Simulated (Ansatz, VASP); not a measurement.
One calculation of MgO, two programs

File INCAR:

```
SYSTEM = MgO
PREC     = Accurate       ! precision mode
ENCUT    = 600            ! plane-wave cutoff, eV
EDIFF    = 1E-6           ! SCF threshold, eV
ISMEAR   = 0              ! smearing method
SIGMA    = 0.1            ! smearing width, eV
LREAL    = .False.        ! projectors in reciprocal space
LASPH    = .True.         ! aspherical terms in the spheres
NELM     = 120            ! most SCF steps
ALGO     = Normal         ! electronic algorithm
ISIF     = 2              ! what is computed and relaxed
LWAVE    = .False.        ! write WAVECAR
LCHARG   = .False.        ! write CHGCAR
GGA      = CA             ! functional
NBANDS   = 16             ! bands
GGA_COMPAT= .False.
```

Contents of KPOINTS:

```
Automatic mesh
0
Gamma
  6 6 4
  0 0 0
```

File POSCAR:

```
MgO
1.0
    3.3077869900      0.0000000000      0.0000000000
   -1.6538934900      2.8646275600      0.0000000000
    0.0000000000      0.0000000000      4.9828816700
Mg O
2 2
Direct
    0.3333333300      0.6666666700      0.0021597400
    0.6666666700      0.3333333300      0.5021597400
    0.3333333300      0.6666666700      0.4024402600
    0.6666666700      0.3333333300      0.9024402600
```

Input for Ansatz:

```yaml
crystal:
  lattice:
    - [3.30778699, 0.0, 0.0]
    - [-1.65389349, 2.86462756, 0.0]
    - [0.0, 0.0, 4.98288167]
  atoms:
    - { symbol: Mg, position: [0.33333333, 0.66666667, 0.00215974] }
    - { symbol: Mg, position: [0.66666667, 0.33333333, 0.50215974] }
    - { symbol: O, position: [0.33333333, 0.66666667, 0.40244026] }
    - { symbol: O, position: [0.66666667, 0.33333333, 0.90244026] }
basis:
  ecutwfc: 420
kpoints:
  mp_grid: { grid: [6, 6, 4] }
hamiltonian:
  xc: lda
  pseudopotentials: { kind: paw, azcp: { folder: soft_1 } }
scf:
  occupations: { method: gaussian, width: 0.1 }
output:
  forces: true
  stress: true
  eigenvalues: true
```

Alike in both runs: task single point; functional LDA; k mesh 6 × 6 × 4; occupations gaussian, width 0.1 eV; no spin polarisation.

|  | VASP | Ansatz |
| --- | --- | --- |
| version | VASP 6.6.1 | Ansatz 0.2.0 |
| potentials or method | VASP PAW LDA potentials, release 64 (Mg, O), cutoff 600 eV | scalar-relativistic, plane waves, PAW |
| valence electrons in the cell | 16 | 32 |

```csv
,VASP,Ansatz,Ansatz less VASP
gap on the k mesh at the Fermi level (eV),3.36,3.36,+0.005
least direct gap on the mesh (eV),3.36,3.36,+0.005
pressure (GPa),-5.6,-4.2,+1.39
"traceless stress, the component that is largest in VASP (GPa)",0.47,0.33,-0.143
rms of the force components (eV/Å),0.028,0.022,-0.0057
```

Ansatz warns that its potentials were made for another functional, while VASP's fit it. LDA's correlation is that of Perdew and Zunger in VASP and of Perdew and Wang (1992) in Ansatz. Atom by atom the forces differ by 0.006 eV/Å (rms over components). VASP's potentials hold 16 valence electrons a cell and Ansatz's 32, so a difference there can come from the potentials and not from the codes.
